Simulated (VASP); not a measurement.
# NiMoIrPdW (P3m1) in VASP: a series of runs

Aim: see how the results for NiMoIrPdW move with the level of theory and the settings. Levels: PBEsol+D3(BJ), r2SCAN. Tasks: relaxation of cell and atoms, single point.

Everything below comes from runs of VASP 6.6.1. Logs are shortened: lines on timing, memory, paths and dates and some standing lists are left out, and cuts for length are marked.

### 1 The cell of the first run

The structure is trigonal, space group P3m1 (No. 156). The conventional cell has a = 4.147 Å, b = 4.147 Å, c = 5.416 Å, α = 90.00°, β = 90.00°, γ = 120.00°. Ni (site symmetry 3m) has 3 W at 2.40 Å and 3 Ir at 2.71 Å and 3 Pd at 2.82 Å within 3.2 Å. Within 3.4 Å of Mo (site symmetry 3m) lie 2 W at 2.49 to 2.92 Å and 3 Ir at 2.64 Å and 3 Pd at 2.85 Å and 3 Ni at 3.37 Å. Within 3.5 Å of Pd (site symmetry 3m) lie 2 Ir at 2.65 to 2.76 Å and 3 W at 2.76 Å and 3 Ni at 2.82 Å and 3 Mo at 2.85 Å. Ir (site symmetry 3m) has 3 Mo at 2.64 Å and 2 Pd at 2.65 to 2.76 Å and 3 Ni at 2.71 Å and 3 W at 2.77 Å within 3.5 Å. W (site symmetry 3m) has 3 Ni at 2.40 Å and 2 Mo at 2.49 to 2.92 Å and 3 Pd at 2.76 Å and 3 Ir at 2.77 Å within 3.2 Å.

### 2 Relaxation of cell and atoms, PBEsol+D3(BJ), collinear spin, ferromagnetic start

The input, INCAR:

```
SYSTEM = NiMoIrPdW
ALGO = Normal
EDIFF = 1E-6
EDIFFG = -0.01
ENCUT = 600
GGA = PS
IBRION = 2
ISIF = 3
ISMEAR = -1
ISPIN = 2
IVDW = 12
LASPH = .TRUE.
LCHARG = .FALSE.
LMAXMIX = 4
LORBIT = 11
LREAL = .FALSE.
LWAVE = .FALSE.
MAGMOM = 1 1 0 0.6 0
NELM = 150
NSW = 60
PREC = Accurate
SIGMA = 0.05
```

The input, KPOINTS:

```
k-points
0
G
  5 5 4
  0 0 0
```

The input, POSCAR:

```
NiMoIrPdW
1.0
    4.1467000000      0.0000000000      0.0000000000
   -2.0733500000      3.5911500000      0.0000000000
    0.0000000000      0.0000000000      5.4162900000
Ni Mo Pd Ir W
1 1 1 1 1
Direct
    0.0000000000      0.0000000000      0.0222100000
    0.6666700000      0.3333300000      0.4599600000
    0.3333300000      0.6666700000      0.7460100000
    0.3333300000      0.6666700000      0.2564100000
    0.6666700000      0.3333300000      0.9998500000
```

Potentials or basis: VASP PAW PBE potentials, release 64 (Ni, Mo_sv, Pd, Ir, W_sv).

Started as:

```
cat potpaw_PBE.64/Ni/POTCAR potpaw_PBE.64/Mo_sv/POTCAR potpaw_PBE.64/Pd/POTCAR potpaw_PBE.64/Ir/POTCAR potpaw_PBE.64/W_sv/POTCAR > POTCAR
mpirun -np 1 vasp_std > vasp.out
```

OUTCAR:

```text
SYSTEM = NiMoIrPdW
   EDIFF = 1E-6
   EDIFFG = -0.01
   ENCUT = 600
   GGA = PS
   IBRION = 2
   ISIF = 3
   ISMEAR = -1
   ISPIN = 2
   IVDW = 12
   LASPH = .TRUE.
   LORBIT = 11
   LREAL = .FALSE.
   NELM = 150
   NSW = 60
   PREC = Accurate
 IVDW          = 12

 ion  position               nearest neighbor table
   1  0.000  0.000  0.022-   5 2.40   5 2.40   5 2.40   4 2.71   4 2.71   4 2.71   3 2.82   3 2.82
                             3 2.82
   2  0.667  0.333  0.460-   5 2.49   4 2.64   4 2.64   4 2.64   3 2.85   3 2.85   3 2.85   5 2.92

   3  0.333  0.667  0.746-   4 2.65   5 2.76   5 2.76   5 2.76   4 2.76   1 2.82   1 2.82   1 2.82
                             2 2.85   2 2.85   2 2.85
   4  0.333  0.667  0.256-   2 2.64   2 2.64   2 2.64   3 2.65   1 2.71   1 2.71   1 2.71   3 2.76
                             5 2.77   5 2.77   5 2.77
   5  0.667  0.333  1.000-   1 2.40   1 2.40   1 2.40   2 2.49   3 2.76   3 2.76   3 2.76   4 2.77
                             4 2.77   4 2.77   2 2.92

  LATTYP: Found a hexagonal cell.
 ALAT       =     4.1467000000
 C/A-ratio  =     1.3061687607

  Lattice vectors:

 A1 = (   4.1467000000,   0.0000000000,   0.0000000000)
 A2 = (  -2.0733500000,   3.5911500000,   0.0000000000)
 A3 = (   0.0000000000,   0.0000000000,   5.4162900000)

Analysis of symmetry for initial positions (statically):
=====================================================================
 Subroutine PRICEL returns:
 Original cell was already a primitive cell.

 Routine SETGRP: Setting up the symmetry group for a
 hexagonal supercell.

 Subroutine GETGRP returns: Found  2 space group operations
 (whereof  2 operations were pure point group operations)
 out of a pool of 24 trial point group operations.

The static configuration has the point symmetry C_1h.

Analysis of symmetry for dynamics (positions and initial velocities):
=====================================================================
 Subroutine PRICEL returns:
 Original cell was already a primitive cell.

 Routine SETGRP: Setting up the symmetry group for a
 hexagonal supercell.

 Subroutine GETGRP returns: Found  2 space group operations
 (whereof  2 operations were pure point group operations)
 out of a pool of 24 trial point group operations.

The dynamic configuration has the point symmetry C_1h.

Analysis of structural, dynamic, and magnetic symmetry:
=====================================================================
 Subroutine PRICEL returns:
 Original cell was already a primitive cell.

 Routine SETGRP: Setting up the symmetry group for a
 hexagonal supercell.

[... 133 lines left out ...]
  Thomas-Fermi vector in A             =   2.574922
   LORBIT       =     11    0 simple, 1 ext, 2 COOP (PROOUT), +10 PAW based schemes
   GGA     = PS    functional components
   LHFCALC =     F    Hartree Fock is set to
   AEXX    =    0.0000 exact exchange contribution
   IVDW    =    12    specifies the selected vdW correction
   LEPSILON=     F    determine dielectric tensor
   LRPA    =     F    only Hartree local field effects (RPA)
 conjugate gradient relaxation of ions
 spin polarized calculation
  energy-cutoff  :      600.00
  volume of cell :       80.66
 maximum number of plane-waves:      2722
 NGX is ok and might be reduce to    36
   NGX = 17   NGY = 17   NGZ = 21

--------------------------------------- Ionic step        1  -------------------------------------------

 number of electron      56.9999999 magnetization       0.0002044

 number of electron      56.9999999 magnetization      -0.0000662

 Free energy of the ion-electron system (eV)
  ---------------------------------------------------
  ext. energy  EPLUGINS =         0.00000000
  ---------------------------------------------------
  free energy    TOTEN  =       -46.44774325 eV

  energy without entropy =      -46.43193881  energy(sigma->0) =      -46.43984103

------------------------ aborting loop because EDIFF is reached ----------------------------------------

 Edisp (eV)   -2.83846

 E8    (eV) :    -1.9654
[... 36 lines left out ...]
 number of electron      57.0000001 magnetization      -0.0003442

 number of electron      57.0000001 magnetization       0.0000001

 E-fermi :  11.9436     XC(G=0): -13.8699

 val. band max:       11.8847733326   @ k =   0.4000   0.0000   0.2500
 cond. band min:      12.2281031126   @ k =   0.4000   0.4000   0.2500
 fundamental gap:      0.3433297800
 Fermi energy:        11.9435733985

 spin component 1

 k-point     1 :       0.0000    0.0000    0.0000
  band No.  band energies     occupation
      1     -61.9719      1.00000
      2     -48.7821      1.00000
      3     -26.7197      1.00000
      4     -26.4252      1.00000
      5     -26.4252      1.00000
      6     -23.0124      1.00000
[... 1900 lines left out ...]
  FREE ENERGIE OF THE ION-ELECTRON SYSTEM (eV)
  ---------------------------------------------------
  free  energy   TOTEN  =       -49.4691846251 eV

  energy  without entropy=      -49.4548259033  energy(sigma->0) =      -49.46200526

[... ionic steps 4 to 19 ...]

--------------------------------------- Ionic step       20  -------------------------------------------

 number of electron      57.0000000 magnetization      -0.0000000

 number of electron      57.0000000 magnetization       0.0000000
[... 85 lines left out ...]
 number of electron      57.0000000 magnetization      -0.0000000

 number of electron      57.0000000 magnetization       0.0000000

 Free energy of the ion-electron system (eV)
  ---------------------------------------------------
  ext. energy  EPLUGINS =         0.00000000
  ---------------------------------------------------
  free energy    TOTEN  =       -46.47576733 eV

  energy without entropy =      -46.46105455  energy(sigma->0) =      -46.46841094

 E-fermi :   9.8666     XC(G=0): -13.1061

 val. band max:        9.7484708615   @ k =  -0.4000   0.4000   0.0000
 cond. band min:       9.8825286221   @ k =  -0.4000   0.4000   0.5000
 fundamental gap:      0.1340577606
 Fermi energy:         9.8666396598

 spin component 1

 k-point     1 :       0.0000    0.0000    0.0000
  band No.  band energies     occupation
      1     -64.2912      1.00000
      2     -51.0635      1.00000
      3     -28.6984      1.00000
      4     -28.5711      1.00000
      5     -28.5711      1.00000
      6     -25.2301      1.00000
[... 1855 lines left out ...]
  FREE ENERGIE OF THE ION-ELECTRON SYSTEM (eV)
  ---------------------------------------------------
  free  energy   TOTEN  =       -49.4837639240 eV

  energy  without entropy=      -49.4690511487  energy(sigma->0) =      -49.47640754

 reached required accuracy - stopping structural energy minimisation

 total charge

# of ion       s       p       d       tot
------------------------------------------
    1        0.560   0.586   8.423   9.569
    2        2.365   6.147   3.954  12.467
    3        0.603   0.683   8.445   9.731
    4        0.772   0.753   7.025   8.550
    5        2.458   6.348   3.406  12.211
--------------------------------------------------
tot          6.758  14.517  31.253  52.528

 magnetization (x)

# of ion       s       p       d       tot
------------------------------------------
    1       -0.000  -0.000   0.000   0.000
    2       -0.000   0.000   0.000   0.000
    3       -0.000  -0.000  -0.000  -0.000
    4       -0.000  -0.000   0.000   0.000
    5        0.000  -0.000   0.000   0.000
--------------------------------------------------
tot         -0.000  -0.000   0.000   0.000
```

CONTCAR:

```text
NiMoIrPdW
   1.00000000000000
     4.0645036483073600   -0.0000027904163192    0.0000005554333245
    -2.0322542407266595    3.5199643298309096   -0.0000005554336658
     0.0000007174483654   -0.0000004142192555    5.3062425251137277
  Ni              Mo              Pd              Ir              W
     1     1     1     1     1
Direct
     0.9999994826110709    0.0000005173890071    0.0118367237370794
     0.6666668108792680    0.3333331891204490    0.4693445640519769
     0.3333343953463059    0.6666656046539196    0.7461808055021163
     0.3333327741662860    0.6666672258340756    0.2564486207238738
     0.6666665369970695    0.3333334630025491    0.0006292859849597

  0.00000000E+00  0.00000000E+00  0.00000000E+00
  0.00000000E+00  0.00000000E+00  0.00000000E+00
  0.00000000E+00  0.00000000E+00  0.00000000E+00
  0.00000000E+00  0.00000000E+00  0.00000000E+00
  0.00000000E+00  0.00000000E+00  0.00000000E+00
```

Wall time 80 min (1 thread of Oxide Virtual Turin-like, shared host); peak memory 0.44 GiB.

Results:

* Free energy: -49.4838 eV
* Relaxed volume: 15.18 Å³/atom
* Relaxed cell: a = 4.065 Å, b = 4.065 Å, c = 5.306 Å, α = 90.00°, β = 90.00°, γ = 120.00°
* Space group after relaxing (to 0.1 Å): P3m1 (No. 156)
* Energy gained by relaxing: 39.5 meV/atom
* Ionic steps: 22
* Pressure after relaxing: 0.0 GPa
* Largest force after relaxing: 0.009 eV/Å
* Net moment: 0.00 μB per cell
* Valence electrons inside the program's atomic spheres: Ni 9.57; Mo 12.47; Pd 9.73; Ir 8.55; W 12.21
* Dispersion energy per atom: -0.602 eV

Forces in eV/Å, atoms in the order of the input:
```
Ni   0.000  0.000 -0.007
Mo   0.000  0.000  0.006
Pd   0.000  0.000 -0.004
Ir   0.000  0.000  0.009
W    0.000  0.000 -0.004
```

Step by step:
```tsv
step	energy change (eV)	largest force (eV/Å)	pressure (GPa)	volume (Å³)
1	0.0000	0.2088	-12.88	80.66
2	1.2202	3.2585	51.16	66.45
3	-0.1830	0.5196	-0.89	76.57
4	-0.1835	0.5573	-0.24	76.39
5	-0.1835	0.5739	0.03	76.30
6	-0.1930	0.0998	0.34	75.90
7	-0.1936	0.0825	0.27	75.98
8	-0.1943	0.0693	-0.56	76.18
9	-0.1946	0.0687	-0.32	76.11
10	-0.1948	0.0668	0.36	75.91
11	-0.1949	0.0673	0.17	75.98
12	-0.1954	0.0650	0.12	75.97
13	-0.1962	0.0690	0.10	75.94
14	-0.1963	0.1011	0.08	75.92
15	-0.1967	0.0813	-0.01	75.94
16	-0.1974	0.0281	-0.19	75.99
17	-0.1974	0.0243	-0.30	76.01
18	-0.1975	0.0319	0.23	75.85
19	-0.1975	0.0288	0.04	75.91
20	-0.1975	0.0285	0.03	75.92
21	-0.1976	0.0126	0.07	75.92
22	-0.1976	0.0088	0.03	75.92
```

Final structure:
```
CELL_PARAMETERS angstrom
4.06450 0.00000 0.00000
-2.03225 3.51996 0.00000
0.00000 0.00000 5.30624
ATOMIC_POSITIONS crystal
Ni 0.00000 0.00000 0.01184
Mo 0.66667 0.33333 0.46934
Pd 0.33333 0.66667 0.74618
Ir 0.33333 0.66667 0.25645
W 0.66667 0.33333 0.00063
```

Caveat: the moments typed at the start vanished in this run; the PAW data sets were made with another functional, which shifts forces and pressure a little; spin-orbit coupling is left out, which moves the levels of the heavy elements.

[end of part 1 of 2]
